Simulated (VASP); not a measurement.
Crystal: MgB2.

```
CELL_PARAMETERS angstrom
3.12560 0.00000 0.00000
-1.56280 2.70685 0.00000
0.00000 0.00000 3.56936
ATOMIC_POSITIONS crystal
Mg 0.00000 0.00000 0.00000
B 0.66667 0.33333 0.50000
B 0.33333 0.66667 0.50000
```

Base run:

```yaml
Program: VASP 6.6.1
Functional: revPBE
Potentials_or_basis: VASP PAW PBE potentials, release 64 (Mg, B)
Cutoff: 520 eV
k_mesh: 10 × 10 × 8
Occupations: fermi-dirac, width 0.05 eV
Spin: no spin polarisation
```

Its results: band gap on the k mesh zero (band 4 reaches 6.19 eV, above the bottom of band 5 at 3.80 eV); pressure -4.2 GPa.

The run is repeated on the same cell with these changes: functional from revPBE to r2SCAN. What comes out?

Band gap on the k mesh zero (band 4 reaches 6.18 eV, above the bottom of band 5 at 3.69 eV); pressure -8.0 GPa.

Caveats: the PAW data sets were made with another functional, which shifts forces and pressure a little.
